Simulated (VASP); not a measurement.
# Ti2H (I4/mmm) in VASP: single point with r2SCAN

Aim: the single point of Ti2H with r2SCAN.

Everything below comes from runs of VASP 6.6.1. Logs are shortened: lines on timing, memory, paths and dates and some standing lists are left out, and cuts for length are marked.

## Step 1: The cell of the first run

The structure is tetragonal, space group I4/mmm (No. 139). Conventional cell: a = 2.735 Å, b = 2.735 Å, c = 9.527 Å, α = 90.00°, β = 90.00°, γ = 90.00°. Ti (site symmetry 4mm) has 4 H at 2.35 Å and 9 Ti at 2.68 to 2.84 Å within 3.1 Å. H (site symmetry 4/mmm) has 8 Ti at 2.35 Å and 4 H at 2.73 Å within 3.1 Å.

## Step 2: Single point, r2SCAN

Contents of POSCAR:

```
Ti2H
1.0
   -1.3674528910      1.3674528910      4.7634934521
    1.3674528910     -1.3674528910      4.7634934521
    1.3674528910      1.3674528910     -4.7634934521
Ti H
2 1
Direct
    0.6407952500      0.6407952500      0.0000000000
    0.3592047500      0.3592047500      0.0000000000
    0.0000000000      0.0000000000      0.0000000000
```

Contents of INCAR.step1:

```
  PREC = Accurate
  ENCUT = 520
  ISMEAR = 0
  SIGMA = 0.1
  LREAL = False
  LASPH = True
  NELM = 100
  NBANDS = 20
  GGA = PE
  ALGO = Normal
  EDIFF = 1E-4
  LWAVE = True
  LCHARG = False
```

Contents of INCAR.step2:

```
  PREC = Accurate
  ENCUT = 520
  EDIFF = 1E-6
  ISMEAR = 0
  SIGMA = 0.1
  LREAL = False
  LASPH = True
  NELM = 100
  ALGO = Normal
  ISIF = 2
  LWAVE = False
  LCHARG = False
  METAGGA = R2SCAN
  LMIXTAU = True
  NBANDS = 20
  ISTART = 1
```

Contents of KPOINTS:

```
regular mesh
0
Gamma
  6 6 6
```

Potentials or basis: VASP PAW PBE potentials, release 64 (Ti_sv, H).

Launch:

```bash
cat potpaw_PBE.64/Ti_sv/POTCAR potpaw_PBE.64/H/POTCAR > POTCAR
cp INCAR.step1 INCAR
mpirun -np 1 vasp_std > vasp.out
cp INCAR.step2 INCAR
mpirun -np 1 vasp_std > vasp.out
```

OUTCAR:

```text
PREC = Accurate
   ENCUT = 520
   EDIFF = 1E-6
   ISMEAR = 0
   LREAL = False
   LASPH = True
   NELM = 100
   ISIF = 2
   METAGGA = R2SCAN
   ISTART = 1

 ion  position               nearest neighbor table
   1  0.641  0.641  0.000-   2 2.68   2 2.84   2 2.84   2 2.84   2 2.84
   2  0.359  0.359  0.000-   1 2.68   1 2.84   1 2.84   1 2.84   1 2.84
   3  0.000  0.000  0.000-

  LATTYP: Found a body centered tetragonal cell.
 ALAT       =     2.7349057820
 C/A-ratio  =     3.4834790167

  Lattice vectors:

 A1 = (  -1.3674528910,   1.3674528910,   4.7634934521)
 A2 = (   1.3674528910,  -1.3674528910,   4.7634934521)
 A3 = (   1.3674528910,   1.3674528910,  -4.7634934521)

Analysis of symmetry for initial positions (statically):
=====================================================================
 Subroutine PRICEL returns:
 Original cell was already a primitive cell.

 Routine SETGRP: Setting up the symmetry group for a
 body centered tetragonal supercell.

 Subroutine GETGRP returns: Found 16 space group operations
 (whereof 16 operations were pure point group operations)
 out of a pool of 16 trial point group operations.

The static configuration has the point symmetry D_4h.

Analysis of symmetry for dynamics (positions and initial velocities):
=====================================================================
 Subroutine PRICEL returns:
 Original cell was already a primitive cell.

 Routine SETGRP: Setting up the symmetry group for a
 body centered tetragonal supercell.

 Subroutine GETGRP returns: Found 16 space group operations
 (whereof 16 operations were pure point group operations)
 out of a pool of 16 trial point group operations.

The dynamic configuration has the point symmetry D_4h.

 Subroutine INISYM returns: Found 16 space group operations
 (whereof 16 operations are pure point group operations),
 and found     1 'primitive' translations

----------------------------------------------------------------------------------------

                                     Primitive cell

  volume of cell :      35.6295

  direct lattice vectors                    reciprocal lattice vectors
    -1.367452891  1.367452891  4.763493452     0.000000000  0.365643309  0.104964981
     1.367452891 -1.367452891  4.763493452     0.365643309  0.000000000  0.104964981
     1.367452891  1.367452891 -4.763493452     0.365643309  0.365643309  0.000000000

  length of vectors
     5.141082054  5.141082054  5.141082054     0.380411194  0.380411194  0.517097727

  position of ions in fractional coordinates (direct lattice)
[... 81 lines left out ...]
   EDIFF  = 0.1E-05   stopping-criterion for ELM
   LREAL  =      F    real-space projection
   EDIFFG = 0.1E-04   stopping-criterion for IOM
   NSW    =      0    number of steps for IOM
   IBRION =     -1    ionic relax: 0-MD 1-quasi-New 2-CG
   NFREE  =      0    steps in history (QN), initial steepest desc. (CG)
   ISIF   =      2    stress and relaxation
   ISYM   =      2    0-nonsym 1-usesym 2-fastsym
   POTIM  = 0.5000    time-step for ionic-motion
   TEBEG  =    0.0;   TEEND  =   0.0 temperature during run
   PSTRESS=    0.0 pullay stress
   NELECT =      25.0000    total number of electrons
   NUPDOWN=      -1.0000    fix difference up-down
   EMIN   =  10.00;   EMAX   =-10.00  energy-range for DOS
   EFERMI =   0.00;   METHOD = LEGACY
   ISMEAR =     0;   SIGMA  =   0.10  broadening in eV -4-tet -1-fermi 0-gaus
   EFERMI_NEDOS =   21; number of points for ismear=-14 and -15
   IALGO  =     38    algorithm
   IMIX   =      4    mixing-type and parameters
     AMIX     =   0.40;   BMIX     =  1.00
     AMIX_MAG =   1.60;   BMIX_MAG =  1.00
  volume/ion in A,a.u.               =      11.88        80.15
  Fermi-wavevector in a.u.,A,eV,Ry     =   1.454738  2.749056 28.793494  2.116262
  Thomas-Fermi vector in A             =   2.571854
   LORBIT       =      0    0 simple, 1 ext, 2 COOP (PROOUT), +10 PAW based schemes
   METAGGA = R2SCAN    functional components
   LHFCALC =     F    Hartree Fock is set to
   AEXX    =    0.0000 exact exchange contribution
   IVDW    =     0    specifies the selected vdW correction
   LEPSILON=     F    determine dielectric tensor
   LRPA    =     F    only Hartree local field effects (RPA)
 non-spin polarized calculation
 Gauss-broadening in eV      SIGMA  =   0.10
  energy-cutoff  :      520.00
  volume of cell :       35.63
 maximum number of plane-waves:       977
 NGX is ok and might be reduce to    40
   NGX = 19   NGY = 19   NGZ = 19

 number of electron      24.9999999 magnetization

 Free energy of the ion-electron system (eV)
  ---------------------------------------------------
  ext. energy  EPLUGINS =         0.00000000
  ---------------------------------------------------
  free energy    TOTEN  =       -28.92877561 eV

  energy without entropy =      -28.91752207  energy(sigma->0) =      -28.92314884

 E-fermi :   8.8090     XC(G=0): -12.5615

 val. band max:        8.7644689179   @ k =   0.3333   0.1667  -0.0000
 cond. band min:       8.8371958109   @ k =  -0.3333   0.3333   0.1667
 fundamental gap:      0.0727268929
 Fermi energy:         8.8090193214

 k-point     1 :       0.0000    0.0000    0.0000
  band No.  band energies     occupation
      1     -50.2779      2.00000
      2     -50.1101      2.00000
      3     -25.9110      2.00000
      4     -25.1223      2.00000
      5     -25.1223      2.00000
      6     -25.0643      2.00000
[... 541 lines left out ...]
     19      12.4715      0.00000
     20      12.5934      0.00000

 [... further k-points ...]

------------------------ aborting loop because EDIFF is reached ----------------------------------------

  FORCE on cell =-STRESS in cart. coord.  units (eV):
  Direction    XX          YY          ZZ          XY          YZ          ZX
  --------------------------------------------------------------------------------------
  -------------------------------------------------------------------------------------
  Total        0.1213100      0.1213100      0.1035192      0.0000000      0.0000000      0.0000000
  in kB        5.4550256      5.4550256      4.6550167      0.0000000      0.0000000      0.0000000
  external PRESSURE =       5.1883560 kB  Pullay stress =       0.0000000 kB

 VOLUME and BASIS-vectors are now :
 -----------------------------------------------------------------------------
  energy-cutoff  :      520.00
  volume of cell :       35.63
      direct lattice vectors                 reciprocal lattice vectors
    -1.367452891  1.367452891  4.763493452     0.000000000  0.365643309  0.104964981
     1.367452891 -1.367452891  4.763493452     0.365643309  0.000000000  0.104964981
     1.367452891  1.367452891 -4.763493452     0.365643309  0.365643309  0.000000000

 POSITION                                       TOTAL-FORCE (eV/Angst)
 -----------------------------------------------------------------------------------
      0.00000      0.00000      6.10485        -0.000000     -0.000000      0.009343
      0.00000      0.00000      3.42214         0.000000      0.000000     -0.009343
      0.00000      0.00000      0.00000         0.000000      0.000000      0.000000
 -----------------------------------------------------------------------------------
    total drift:                                0.000000      0.000000     -0.000000

  FREE ENERGIE OF THE ION-ELECTRON SYSTEM (eV)
  ---------------------------------------------------
  free  energy   TOTEN  =       -28.9287756086 eV

  energy  without entropy=      -28.9175220675  energy(sigma->0) =      -28.92314884
```

Run time: 2.3 min. Hardware: 1 thread of AMD EPYC 9R45 (Zen 5), shared host; peak memory 0.23 GiB.

What came out:

```yaml
Free_energy: -28.9288 eV
Pressure: 0.5 GPa
Largest_force: 0.009 eV/Å
Band_gap_on_the_k_mesh: zero (an odd number of electrons rules out a gap without spin polarisation)
```

Forces in eV/Å, atoms in the order of the input:
```
Ti   0.000  0.000  0.009
Ti   0.000  0.000 -0.009
H    0.000  0.000  0.000
```

Stress tensor (GPa, compression positive):
```
0.55 0.00 0.00
0.00 0.55 0.00
0.00 0.00 0.47
```

Caveat: the k points lie up to 0.40 Å⁻¹ apart, too coarse for converged energies and pressures of a metal; the PAW data sets were made with another functional, which shifts forces and pressure a little.
